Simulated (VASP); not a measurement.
# AlN (P1) in VASP: single point with PBE

Aim: the single point of AlN with PBE.

Program: VASP 6.6.1. These are calculated values, not measurements. Logs are shortened: lines on timing, memory, paths and dates and some standing lists are left out, and cuts for length are marked.

## (1) The cell of the first run

The typed cell holds 4 atoms: a = 3.111 Å, b = 3.111 Å, c = 4.978 Å, α = 90.00°, β = 90.00°, γ = 120.00°.

## (2) Single point, PBE (atoms moved at random)

Contents of INCAR:

```
PREC     = Accurate       # precision mode
ENCUT    = 520            # plane-wave cutoff, eV
EDIFF    = 1E-6           # SCF threshold, eV
ISMEAR   = 0              # smearing method
SIGMA    = 0.05           # smearing width, eV
LREAL    = False          # projectors in reciprocal space
LASPH    = True           # aspherical terms in the spheres
NELM     = 60             # most SCF steps
ALGO     = Normal         # electronic algorithm
ISIF     = 2              # what is computed and relaxed
LWAVE    = False          # write WAVECAR
LCHARG   = False          # write CHGCAR
GGA      = PE             # functional
NBANDS   = 16             # bands
```

Contents of KPOINTS:

```
regular mesh
0
Gamma
  6 6 4
```

Contents of POSCAR:

```
AlN
1.0
    3.1110021516      0.0000000000      0.0000000000
   -1.5555010758      2.6942068945      0.0000000000
    0.0000000000      0.0000000000      4.9780000000
Al N
2 2
Direct
    0.3603732153      0.7257242460     -0.0119460774
    0.6357258274      0.2934971450      0.4842116000
    0.3280784862      0.6384845448      0.4126436454
    0.6758224712      0.3422940642      0.8850908320
```

Potentials or basis: VASP PAW PBE potentials, release 64 (Al, N).

Started as:

```sh
$ cat potpaw_PBE.64/Al/POTCAR potpaw_PBE.64/N/POTCAR > POTCAR
$ mpirun -np 1 vasp_std > vasp.out
```

OUTCAR:

```text
PREC = Accurate
   ENCUT = 520
   EDIFF = 1E-6
   ISMEAR = 0
   LREAL = False
   LASPH = True
   NELM = 60
   ISIF = 2
   GGA = PE

 ion  position               nearest neighbor table
   1  0.360  0.726  0.988-   4 1.74   4 1.92   4 1.95   3 2.13   2 2.91   2 2.94   2 3.13   2 3.16
                             2 3.16   2 3.19
   2  0.636  0.293  0.484-   3 1.80   3 1.80   3 1.90   4 2.00   1 2.91   1 2.94   1 3.13   1 3.16
                             1 3.16   1 3.19
   3  0.328  0.638  0.413-   2 1.80   2 1.80   2 1.90   1 2.13
   4  0.676  0.342  0.885-   1 1.74   1 1.92   1 1.95   2 2.00

  LATTYP: Found a hexagonal cell.
 ALAT       =     3.1110021516
 C/A-ratio  =     1.6001274694

  Lattice vectors:

 A1 = (   3.1110021516,   0.0000000000,   0.0000000000)
 A2 = (  -1.5555010758,   2.6942068945,   0.0000000000)
 A3 = (   0.0000000000,   0.0000000000,   4.9780000000)

Analysis of symmetry for initial positions (statically):
=====================================================================
 Subroutine PRICEL returns:
 Original cell was already a primitive cell.

 Routine SETGRP: Setting up the symmetry group for a
 hexagonal supercell.

 Subroutine GETGRP returns: Found  1 space group operations
 (whereof  1 operations were pure point group operations)
 out of a pool of 24 trial point group operations.

The static configuration has the point symmetry C_1 .

Analysis of symmetry for dynamics (positions and initial velocities):
=====================================================================
 Subroutine PRICEL returns:
 Original cell was already a primitive cell.

 Routine SETGRP: Setting up the symmetry group for a
 hexagonal supercell.

 Subroutine GETGRP returns: Found  1 space group operations
 (whereof  1 operations were pure point group operations)
 out of a pool of 24 trial point group operations.

The dynamic configuration has the point symmetry C_1 .

 Subroutine INISYM returns: Found  1 space group operations
 (whereof  1 operations are pure point group operations),
 and found     1 'primitive' translations

----------------------------------------------------------------------------------------

                                     Primitive cell

  volume of cell :      41.7240

  direct lattice vectors                    reciprocal lattice vectors
     3.111002152  0.000000000  0.000000000     0.321439829  0.185583372  0.000000000
    -1.555501076  2.694206895  0.000000000     0.000000000  0.371166744  0.000000000
     0.000000000  0.000000000  4.978000000     0.000000000  0.000000000  0.200883889

  length of vectors
     3.111002152  3.111002152  4.978000000     0.371166744  0.371166744  0.200883889

  position of ions in fractional coordinates (direct lattice)
     0.360373215  0.725724246  0.988053923
     0.635725827  0.293497145  0.484211600
     0.328078486  0.638484545  0.412643645
     0.675822471  0.342294064  0.885090832

  ion indices of the primitive-cell ions
   primitive index   ion index
                 1           1
                 2           2
                 3           3
                 4           4

----------------------------------------------------------------------------------------

 KPOINTS: regular mesh

Automatic generation of k-mesh.
 Grid dimensions read from file:
 generate k-points for:    6    6    4

 Generating k-lattice:

  Cartesian coordinates                     Fractional coordinates (reciprocal lattice)
     0.053573305  0.030930562  0.000000000     0.166666667  0.000000000  0.000000000
     0.000000000  0.061861124  0.000000000     0.000000000  0.166666667  0.000000000
     0.000000000  0.000000000  0.050220972     0.000000000  0.000000000  0.250000000

  Length of vectors
     0.061861124  0.061861124  0.050220972

  Shift w.r.t. Gamma in fractional coordinates (k-lattice)
     0.000000000  0.000000000  0.000000000

 Subroutine IBZKPT returns following result:
 ===========================================

 Found     76 irreducible k-points:

 Following reciprocal coordinates:
            Coordinates               Weight
  0.000000  0.000000  0.000000      1.000000
  0.166667  0.000000  0.000000      2.000000
  0.000000  0.166667  0.000000      2.000000
 -0.166667  0.166667  0.000000      2.000000
  0.333333  0.000000  0.000000      2.000000
  0.000000  0.333333  0.000000      2.000000
[... 16 lines left out ...]
  0.000000  0.166667  0.250000      2.000000
 -0.166667  0.166667  0.250000      2.000000
 [... further k-points ...]
   k-points           NKPTS =     76   k-points in BZ     NKDIM =     76   number of bands    NBANDS=     16
   number of dos      NEDOS =    301   number of ions     NIONS =      4
   total plane-waves  NPLWV =  23040
   dimension x,y,z NGX =    24 NGY =   24 NGZ =   40
   dimension x,y,z NGXF=    48 NGYF=   48 NGZF=   80
   ions per type =               2   2
   NGX,Y,Z   is equivalent  to a cutoff of  12.83, 12.83, 13.36 a.u.
   NGXF,Y,Z  is equivalent  to a cutoff of  25.65, 25.65, 26.72 a.u.
 SYSTEM =  unknown system
   PREC   = accura    normal or accurate (medium, high low for compatibility)
   ISTART =      0    job   : 0-new  1-cont  2-samecut
   ICHARG =      2    charge: 1-file 2-atom 10-const
   ISPIN  =      1    spin polarized calculation?
   LNONCOLLINEAR =      F non collinear calculations
   LSORBIT =      F    spin-orbit coupling
   LASPH  =      T    aspherical Exc in radial PAW
   ENCUT  =  520.0 eV  38.22 Ry    6.18 a.u.   5.78  5.78  9.26*2*pi/ulx,y,z
   NELM   =     60;   NELMIN=  2; NELMDL= -5     # of ELM steps
   EDIFF  = 0.1E-05   stopping-criterion for ELM
   LREAL  =      F    real-space projection
   EDIFFG = 0.1E-04   stopping-criterion for IOM
   NSW    =      0    number of steps for IOM
   IBRION =     -1    ionic relax: 0-MD 1-quasi-New 2-CG
   NFREE  =      0    steps in history (QN), initial steepest desc. (CG)
   ISIF   =      2    stress and relaxation
   ISYM   =      2    0-nonsym 1-usesym 2-fastsym
   POTIM  = 0.5000    time-step for ionic-motion
   TEBEG  =    0.0;   TEEND  =   0.0 temperature during run
   PSTRESS=    0.0 pullay stress
   NELECT =      16.0000    total number of electrons
   NUPDOWN=      -1.0000    fix difference up-down
   EMIN   =  10.00;   EMAX   =-10.00  energy-range for DOS
   EFERMI =   0.00;   METHOD = LEGACY
   ISMEAR =     0;   SIGMA  =   0.05  broadening in eV -4-tet -1-fermi 0-gaus
   EFERMI_NEDOS =   21; number of points for ismear=-14 and -15
   IALGO  =     38    algorithm
   IMIX   =      4    mixing-type and parameters
     AMIX     =   0.40;   BMIX     =  1.00
     AMIX_MAG =   1.60;   BMIX_MAG =  1.00
  volume/ion in A,a.u.               =      10.43        70.39
  Fermi-wavevector in a.u.,A,eV,Ry     =   1.189377  2.247596 19.247033  1.414617
  Thomas-Fermi vector in A             =   2.325485
   LORBIT       =      0    0 simple, 1 ext, 2 COOP (PROOUT), +10 PAW based schemes
   GGA     = PE    functional components
   LHFCALC =     F    Hartree Fock is set to
   AEXX    =    0.0000 exact exchange contribution
   IVDW    =     0    specifies the selected vdW correction
   LEPSILON=     F    determine dielectric tensor
   LRPA    =     F    only Hartree local field effects (RPA)
 non-spin polarized calculation
 Gauss-broadening in eV      SIGMA  =   0.05
  energy-cutoff  :      520.00
  volume of cell :       41.72
 maximum number of plane-waves:      1152
   NGX = 11   NGY = 11   NGZ = 19

 number of electron      16.0000001 magnetization

 Free energy of the ion-electron system (eV)
  ---------------------------------------------------
  ext. energy  EPLUGINS =         0.00000000
  ---------------------------------------------------
  free energy    TOTEN  =       -29.13671542 eV

  energy without entropy =      -29.13671542  energy(sigma->0) =      -29.13671542

 E-fermi :   6.8526     XC(G=0): -10.9166

 val. band max:        6.6387470739   @ k =   0.0000   0.0000   0.0000
 cond. band min:      10.2054940517   @ k =   0.0000   0.0000   0.0000
 fundamental gap:      3.5667469779
 Fermi energy:         6.8526328431

 k-point     1 :       0.0000    0.0000    0.0000
  band No.  band energies     occupation
      1      -9.0518      2.00000
      2      -6.9040      2.00000
      3       0.3268      2.00000
      4       4.9109      2.00000
      5       5.1636      2.00000
      6       5.5332      2.00000
[... 8 lines left out ...]
     15      19.2356      0.00000
     16      19.5311      0.00000

 k-point     2 :       0.1667    0.0000    0.0000
  band No.  band energies     occupation
      1      -8.7054      2.00000
      2      -6.7140      2.00000
      3       0.7449      2.00000
      4       3.7893      2.00000
      5       4.4876      2.00000
      6       4.6868      2.00000
[... 8 lines left out ...]
     15      18.5066      0.00000
     16      19.2215      0.00000

 k-point     3 :       0.0000    0.1667    0.0000
  band No.  band energies     occupation
      1      -8.7028      2.00000
      2      -6.7081      2.00000
      3       0.7457      2.00000
      4       3.5805      2.00000
      5       4.3403      2.00000
      6       4.8327      2.00000
[... 8 lines left out ...]
     15      18.7640      0.00000
     16      19.3048      0.00000

 k-point     4 :      -0.1667    0.1667    0.0000
  band No.  band energies     occupation
      1      -8.7035      2.00000
      2      -6.7148      2.00000
      3       0.7471      2.00000
      4       3.6902      2.00000
      5       4.5235      2.00000
      6       4.7567      2.00000
[... 8 lines left out ...]
     15      18.4970      0.00000
     16      19.1766      0.00000

 k-point     5 :       0.3333    0.0000    0.0000
  band No.  band energies     occupation
      1      -7.8117      2.00000
      2      -6.3779      2.00000
      3       1.6344      2.00000
      4       1.8985      2.00000
      5       2.7936      2.00000
      6       4.0511      2.00000
[... 8 lines left out ...]
     15      18.4023      0.00000
     16      20.6855      0.00000

 k-point     6 :       0.0000    0.3333    0.0000
  band No.  band energies     occupation
      1      -7.8050      2.00000
      2      -6.3506      2.00000
      3       1.3920      2.00000
      4       1.9178      2.00000
      5       2.6520      2.00000
      6       4.2713      2.00000
[... 8 lines left out ...]
     15      18.6292      0.00000
     16      20.3891      0.00000
[... 267 lines left out ...]
 k-point    21 :       0.0000    0.0000    0.2500
  band No.  band energies     occupation
      1      -8.8209      2.00000
      2      -7.3257      2.00000
      3       1.1327      2.00000
      4       4.9564      2.00000
      5       5.1878      2.00000
      6       5.3294      2.00000
[... 8 lines left out ...]
     15      18.4369      0.00000
     16      18.5559      0.00000

 k-point    22 :       0.1667    0.0000    0.2500
  band No.  band energies     occupation
      1      -8.4857      2.00000
      2      -7.0914      2.00000
      3       1.3926      2.00000
      4       3.9410      2.00000
      5       4.1557      2.00000
      6       4.6933      2.00000
[... 8 lines left out ...]
     15      18.6104      0.00000
     16      19.2940      0.00000

 k-point    23 :       0.0000    0.1667    0.2500
  band No.  band energies     occupation
      1      -8.4840      2.00000
      2      -7.0849      2.00000
      3       1.3666      2.00000
      4       3.6591      2.00000
      5       4.1852      2.00000
      6       4.9349      2.00000
[... 8 lines left out ...]
     15      18.6593      0.00000
     16      18.8709      0.00000

 k-point    24 :      -0.1667    0.1667    0.2500
  band No.  band energies     occupation
      1      -8.4846      2.00000
      2      -7.0907      2.00000
      3       1.3712      2.00000
      4       3.8684      2.00000
      5       4.1801      2.00000
      6       4.8265      2.00000
[... 8 lines left out ...]
     15      18.6744      0.00000
     16      19.2754      0.00000

 [... further k-points ...]
[... 5 lines left out ...]
  --------------------------------------------------------------------------------------
  -------------------------------------------------------------------------------------
  Total        1.4767585      5.4806930     -0.8527073     -0.7417596     -0.8517738      0.2598508
  in kB       56.7066392    210.4553203    -32.7434489    -28.4831243    -32.7076038      9.9781137
  external PRESSURE =      78.1395035 kB  Pullay stress =       0.0000000 kB

 VOLUME and BASIS-vectors are now :
 -----------------------------------------------------------------------------
  energy-cutoff  :      520.00
  volume of cell :       41.72
      direct lattice vectors                 reciprocal lattice vectors
     3.111002152  0.000000000  0.000000000     0.321439829  0.185583372  0.000000000
    -1.555501076  2.694206895  0.000000000     0.000000000  0.371166744  0.000000000
     0.000000000  0.000000000  4.978000000     0.000000000  0.000000000  0.200883889

 POSITION                                       TOTAL-FORCE (eV/Angst)
 -----------------------------------------------------------------------------------
     -0.00774      1.95525      4.91853         0.250076     -3.424068      0.893845
      1.52121      0.79074      2.41041         1.203076      0.942767      1.712762
      0.02749      1.72021      2.05414        -1.202203     -0.030129     -2.505170
      1.57005      0.92221      4.40598        -0.250949      2.511430     -0.101437
 -----------------------------------------------------------------------------------
    total drift:                               -0.000144      0.000156      0.000355

  FREE ENERGIE OF THE ION-ELECTRON SYSTEM (eV)
  ---------------------------------------------------
  free  energy   TOTEN  =       -29.1367154221 eV

  energy  without entropy=      -29.1367154221  energy(sigma->0) =      -29.13671542
```

Run time: 14 s. Hardware: 1 thread of Intel Xeon 6975P-C (Granite Rapids), shared host; peak memory 0.17 GiB.

What came out:

```
Free energy            : -29.1367 eV
Pressure               : 7.8 GPa
Largest force          : 3.548 eV/Å
Band gap on the k mesh : 3.57 eV, direct
```

Forces on the atoms (eV/Å):
```
Al   0.250 -3.424  0.894
Al   1.203  0.943  1.713
N   -1.202 -0.030 -2.505
N   -0.251  2.511 -0.101
```

Caveat: the cell differs from its parent crystal (atoms moved at random); forces of over 1 eV/Å act on the atoms, so gaps and moduli don't describe the material at rest.
